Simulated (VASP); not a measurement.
# MgO2 (R-3m) in VASP: notebook, part 2 of 2

VASP 6.6.1. The steps go on from the part before.

## Step 5: Single point, r2SCAN (strain -0.015 along x and y, -0.030 along z)

Contents of POSCAR:

```
MgO2
1.0
    1.5806896008      0.9126115665      3.3891595087
   -1.5806896008      0.9126115665      3.3891595087
    0.0000000000     -1.8252231330      3.3891595087
Mg O
1 2
Direct
    0.0000000000      0.0000000000      0.0000000000
    0.4287860000      0.4287860000      0.4287860000
    0.5712140000      0.5712140000      0.5712140000
```

Contents of INCAR.step1:

```
SYSTEM = MgO2
ALGO = Normal
EDIFF = 1E-5
ENCUT = 920
GGA = PE
GGA_COMPAT = .FALSE.
ISMEAR = 0
LASPH = .TRUE.
LCHARG = .FALSE.
LREAL = .FALSE.
LWAVE = .TRUE.
NBANDS = 18
NELM = 120
PREC = Accurate
SIGMA = 0.05
```

Contents of INCAR.step2:

```
SYSTEM = MgO2
ALGO = Normal
EDIFF = 1E-6
ENCUT = 920
GGA_COMPAT = .FALSE.
ISIF = 2
ISMEAR = 0
ISTART = 1
LASPH = .TRUE.
LCHARG = .TRUE.
LELF = .TRUE.
LMIXTAU = .TRUE.
LREAL = .FALSE.
LVHAR = .TRUE.
LWAVE = .FALSE.
METAGGA = R2SCAN
NBANDS = 18
NELM = 120
PREC = Accurate
SIGMA = 0.05
```

Contents of KPOINTS:

```
k-points
0
G
  12 12 12
  0 0 0
```

Potentials or basis: VASP PAW PBE potentials, release 64 (Mg_sv, O).

Command:

```sh
$ cat potpaw_PBE.64/Mg_sv/POTCAR potpaw_PBE.64/O/POTCAR > POTCAR
$ cp INCAR.step1 INCAR
$ mpirun -np 1 vasp_std > vasp.out
$ cp INCAR.step2 INCAR
$ mpirun -np 1 vasp_std > vasp.out
```

OUTCAR:

```text
SYSTEM = MgO2
   EDIFF = 1E-6
   ENCUT = 920
   ISIF = 2
   ISMEAR = 0
   ISTART = 1
   LASPH = .TRUE.
   LREAL = .FALSE.
   METAGGA = R2SCAN
   NELM = 120
   PREC = Accurate

 ion  position               nearest neighbor table
   1  0.000  0.000  0.000-   3 2.07   2 2.07   3 2.07   3 2.07   2 2.07   2 2.07
   2  0.429  0.429  0.429-   3 1.45   1 2.07   1 2.07   1 2.07
   3  0.571  0.571  0.571-   2 1.45   1 2.07   1 2.07   1 2.07

  LATTYP: Found a trigonal (rhomboedric) cell.
 ALAT       =     3.8493949733
 COS(alpha) =     0.6627606542

  Lattice vectors:

 A1 = (   1.5806896008,   0.9126115665,   3.3891595087)
 A2 = (  -1.5806896008,   0.9126115665,   3.3891595087)
 A3 = (   0.0000000000,  -1.8252231330,   3.3891595087)

Analysis of symmetry for initial positions (statically):
=====================================================================
 Subroutine PRICEL returns:
 Original cell was already a primitive cell.

 Routine SETGRP: Setting up the symmetry group for a
 trigonal (rhombohedral) supercell.

 Subroutine GETGRP returns: Found 12 space group operations
 (whereof 12 operations were pure point group operations)
 out of a pool of 12 trial point group operations.

The static configuration has the point symmetry D_3d.

Analysis of symmetry for dynamics (positions and initial velocities):
=====================================================================
 Subroutine PRICEL returns:
 Original cell was already a primitive cell.

 Routine SETGRP: Setting up the symmetry group for a
 trigonal (rhombohedral) supercell.

 Subroutine GETGRP returns: Found 12 space group operations
 (whereof 12 operations were pure point group operations)
 out of a pool of 12 trial point group operations.

The dynamic configuration has the point symmetry D_3d.

 Subroutine INISYM returns: Found 12 space group operations
 (whereof 12 operations are pure point group operations),
 and found     1 'primitive' translations
[... 115 lines left out ...]
   IMIX   =      4    mixing-type and parameters
     AMIX     =   0.40;   BMIX     =  1.00
     AMIX_MAG =   1.60;   BMIX_MAG =  1.00
  volume/ion in A,a.u.               =       9.78        65.99
  Fermi-wavevector in a.u.,A,eV,Ry     =   1.487386  2.810753 30.100415  2.212318
  Thomas-Fermi vector in A             =   2.600553
   LORBIT       =      0    0 simple, 1 ext, 2 COOP (PROOUT), +10 PAW based schemes
   METAGGA = R2SCAN    functional components
   LHFCALC =     F    Hartree Fock is set to
   AEXX    =    0.0000 exact exchange contribution
   IVDW    =     0    specifies the selected vdW correction
   LEPSILON=     F    determine dielectric tensor
   LRPA    =     F    only Hartree local field effects (RPA)
 non-spin polarized calculation
 Gauss-broadening in eV      SIGMA  =   0.05
  energy-cutoff  :      920.00
  volume of cell :       29.33
 maximum number of plane-waves:      1889
 NGX is ok and might be reduce to    40
   NGX = 19   NGY = 19   NGZ = 19

 number of electron      22.0000004 magnetization

 Free energy of the ion-electron system (eV)
  ---------------------------------------------------
  ext. energy  EPLUGINS =         0.00000000
  ---------------------------------------------------
  free energy    TOTEN  =       -21.54798565 eV

  energy without entropy =      -21.54798565  energy(sigma->0) =      -21.54798565

 E-fermi :   3.1301     XC(G=0): -11.3334

 val. band max:        2.6951317507   @ k =   0.5000   0.5000   0.5000
 cond. band min:       6.2625953114   @ k =   0.5000   0.5000   0.5000
 fundamental gap:      3.5674635607
 Fermi energy:         3.1301212836

 k-point     1 :       0.0000    0.0000    0.0000
  band No.  band energies     occupation
      1     -73.4105      2.00000
      2     -38.5544      2.00000
      3     -38.5083      2.00000
      4     -38.5083      2.00000
      5     -20.3667      2.00000
      6     -12.6657      2.00000
[... 481 lines left out ...]
      5     -19.7865      2.00000
      6     -13.1026      2.00000
[... 10 lines left out ...]
     17      19.1252      0.00000
     18      21.3559      0.00000

 [... further k-points ...]

------------------------ aborting loop because EDIFF is reached ----------------------------------------

  FORCE on cell =-STRESS in cart. coord.  units (eV):
  Direction    XX          YY          ZZ          XY          YZ          ZX
  --------------------------------------------------------------------------------------
  -------------------------------------------------------------------------------------
  Total        0.1418331      0.1418331      2.5071657      0.0000000      0.0000000      0.0000000
  in kB        7.7466191      7.7466191    136.9360495      0.0000000      0.0000000      0.0000000
  external PRESSURE =      50.8097626 kB  Pullay stress =       0.0000000 kB

 VOLUME and BASIS-vectors are now :
 -----------------------------------------------------------------------------
  energy-cutoff  :      920.00
  volume of cell :       29.33
      direct lattice vectors                 reciprocal lattice vectors
     1.580689601  0.912611566  3.389159509     0.316317637  0.182626073  0.098352802
    -1.580689601  0.912611566  3.389159509    -0.316317637  0.182626073  0.098352802
     0.000000000 -1.825223133  3.389159509     0.000000000 -0.365252146  0.098352802

 POSITION                                       TOTAL-FORCE (eV/Angst)
 -----------------------------------------------------------------------------------
      0.00000      0.00000      0.00000        -0.000000      0.000000      0.000000
      0.00000      0.00000      4.35967         0.000000      0.000000     -0.729555
      0.00000      0.00000      5.80781         0.000000      0.000000      0.729555
 -----------------------------------------------------------------------------------
    total drift:                                0.000000     -0.000000      0.000000

  FREE ENERGIE OF THE ION-ELECTRON SYSTEM (eV)
  ---------------------------------------------------
  free  energy   TOTEN  =       -21.5479856504 eV

  energy  without entropy=      -21.5479856504  energy(sigma->0) =      -21.54798565
```

OUTCAR.step1:

```text
SYSTEM = MgO2
   EDIFF = 1E-5
   ENCUT = 920
   GGA = PE
   ISMEAR = 0
   LASPH = .TRUE.
   LREAL = .FALSE.
   NELM = 120
[... 728 lines left out ...]
      0.00000      0.00000      0.00000         0.000000     -0.000000     -0.000000
      0.00000      0.00000      4.35967         0.000000     -0.000000     -0.762567
      0.00000      0.00000      5.80781         0.000000      0.000000      0.762567
 -----------------------------------------------------------------------------------
    total drift:                                0.000000     -0.000000      0.000000

  FREE ENERGIE OF THE ION-ELECTRON SYSTEM (eV)
  ---------------------------------------------------
  free  energy   TOTEN  =       -16.2850644723 eV

  energy  without entropy=      -16.2850644723  energy(sigma->0) =      -16.28506447
```

OSZICAR.step1:

```text
N       E                     dE             d eps       ncg     rms          rms(c)
DAV:   1     0.242715933674E+03    0.24272E+03   -0.19338E+04  6812   0.208E+03
DAV:   2    -0.674746437063E+01   -0.24946E+03   -0.24242E+03  8090   0.477E+02
DAV:   3    -0.175898234708E+02   -0.10842E+02   -0.10785E+02  9070   0.959E+01
DAV:   4    -0.177866936159E+02   -0.19687E+00   -0.19668E+00  8256   0.123E+01
DAV:   5    -0.177908065447E+02   -0.41129E-02   -0.41128E-02  8022   0.140E+00    0.971E+00
DAV:   6    -0.164093857890E+02    0.13814E+01   -0.28003E+00  7312   0.114E+01    0.421E+00
DAV:   7    -0.162872812520E+02    0.12210E+00   -0.31507E-01  8748   0.437E+00    0.183E+00
DAV:   8    -0.162836398252E+02    0.36414E-02   -0.56919E-02  7012   0.220E+00    0.264E-01
DAV:   9    -0.162849494512E+02   -0.13096E-02   -0.92812E-03  8376   0.691E-01    0.124E-01
DAV:  10    -0.162849776620E+02   -0.28211E-04   -0.84731E-04  7322   0.243E-01    0.383E-02
DAV:  11    -0.162850625044E+02   -0.84842E-04   -0.10589E-04  7096   0.814E-02    0.850E-03
DAV:  12    -0.162850644723E+02   -0.19679E-05   -0.44179E-06  7314   0.161E-02
   1 F= -.16285064E+02 E0= -.16285064E+02  d E =-.535212E-45
```

It took 12 min on 1 thread of Intel Xeon Platinum 8488C (Sapphire Rapids), shared host; peak memory 0.39 GiB.

What came out:

```yaml
Free_energy: -21.5480 eV
Pressure: 5.1 GPa
Largest_force: 0.730 eV/Å
Band_gap_on_the_k_mesh: 3.57 eV
```

Forces on the atoms (eV/Å):
```
Mg   0.000  0.000  0.000
O    0.000  0.000 -0.730
O    0.000  0.000  0.730
```

Caveat: the cell differs from its parent crystal (strain -0.015 along x and y, -0.030 along z); the stress differs along the axes, from 1 to 14 GPa; the PAW data sets were made with another functional, which shifts forces and pressure a little.

## Step 6: Single point, r2SCAN (strain -0.030 along x and y, -0.030 along z)

Contents of POSCAR:

```
MgO2
1.0
    1.5566181855      0.8987139284      3.3891595087
   -1.5566181855      0.8987139284      3.3891595087
    0.0000000000     -1.7974278569      3.3891595087
Mg O
1 2
Direct
    0.0000000000      0.0000000000      0.0000000000
    0.4287860000      0.4287860000      0.4287860000
    0.5712140000      0.5712140000      0.5712140000
```

Contents of INCAR.step1:

```
SYSTEM = MgO2
ALGO = Normal
EDIFF = 1E-5
ENCUT = 920
GGA = PE
GGA_COMPAT = .False.
ISMEAR = 0
LASPH = .True.
LCHARG = .False.
LREAL = .False.
LWAVE = .True.
NBANDS = 18
NELM = 120
PREC = Accurate
SIGMA = 0.05
```

Contents of INCAR.step2:

```
SYSTEM = MgO2
ALGO = Normal
EDIFF = 1E-6
ENCUT = 920
GGA_COMPAT = .False.
ISIF = 2
ISMEAR = 0
ISTART = 1
LASPH = .True.
LCHARG = .False.
LMIXTAU = .True.
LREAL = .False.
LWAVE = .False.
METAGGA = R2SCAN
NBANDS = 18
NELM = 120
PREC = Accurate
SIGMA = 0.05
```

Contents of KPOINTS:

```
k-points
0
Gamma
  12 12 12
  0 0 0
```

Potentials or basis: VASP PAW PBE potentials, release 64 (Mg_sv, O).

Command:

```sh
$ cat potpaw_PBE.64/Mg_sv/POTCAR potpaw_PBE.64/O/POTCAR > POTCAR
$ cp INCAR.step1 INCAR
$ mpirun -np 1 vasp_std > vasp.out
$ cp INCAR.step2 INCAR
$ mpirun -np 1 vasp_std > vasp.out
```

Run time: 10 min. Hardware: 1 thread of Intel Xeon Platinum 8488C (Sapphire Rapids), shared host; peak memory 0.39 GiB.

The run converged. Its results:

```yaml
Free_energy: -21.5277 eV
Pressure: 9.3 GPa
Largest_force: 0.480 eV/Å
Band_gap_on_the_k_mesh: 3.53 eV
```

Forces on the atoms (eV/Å):
```
Mg   0.000  0.000  0.000
O    0.000  0.000 -0.480
O    0.000  0.000  0.480
```

Stress tensor (GPa, compression positive):
```
 6.27  0.00  0.00
 0.00  6.27  0.00
 0.00  0.00 15.32
```

Levels at points of the mesh, in eV from the valence-band top:
```csv
k point,band 9,band 10,band 11,band 12,band 13,band 14
"(0.00, 0.00, 0.00)",-3.81,-0.96,-0.96,5.66,6.08,14.03
"(0.50, 0.00, 0.00)",-4.22,-1.41,-1.24,5.38,9.76,11.97
"(0.50, 0.50, 0.00)",-4.92,-2.31,-0.19,4.74,8.76,12.48
"(0.50, 0.50, 0.50)",-4.42,0.00,0.00,3.53,5.76,11.43
```

Caveat: the cell differs from its parent crystal (strain -0.030 along x and y, -0.030 along z); the stress differs along the axes, from 6 to 15 GPa; the PAW data sets were made with another functional, which shifts forces and pressure a little.

## Step 7: Summary

| cell | gap on the mesh (eV) | pressure (GPa) | largest force (eV/Å) |
| --- | --- | --- | --- |
| a = 3.876 Å, angles 49.7°, 3 atoms | 3.61 | -1.8 | 1.15 |
| a = 3.883 Å, angles 47.3°, 3 atoms | 3.17 | 5.5 | 0.03 |
| a = 3.863 Å, angles 49.1°, 3 atoms | 3.60 | 1.4 | 0.95 |
| a = 3.849 Å, angles 48.5°, 3 atoms | 3.57 | 5.1 | 0.73 |
| a = 3.836 Å, angles 47.9°, 3 atoms | 3.53 | 9.3 | 0.48 |

Alike in all rows: task single point; level r2SCAN; potentials or basis VASP PAW PBE potentials, release 64 (Mg_sv, O); no spin polarisation; k mesh 12 × 12 × 12; cutoff (eV) 920; smearing gaussian 0.05 eV.

Caveats: the PAW data sets were made with another functional, which shifts forces and pressure a little; the stress differs along the axes, from -8 to 11 GPa (at least some runs); the cell stands under pressure (at least some runs); the stress differs along the axes, from -4 to 12 GPa (at least some runs); the stress differs along the axes, from 1 to 14 GPa (at least some runs); the stress differs along the axes, from 6 to 15 GPa (at least some runs).

Absolute energies hang on the potentials; compare differences alone.
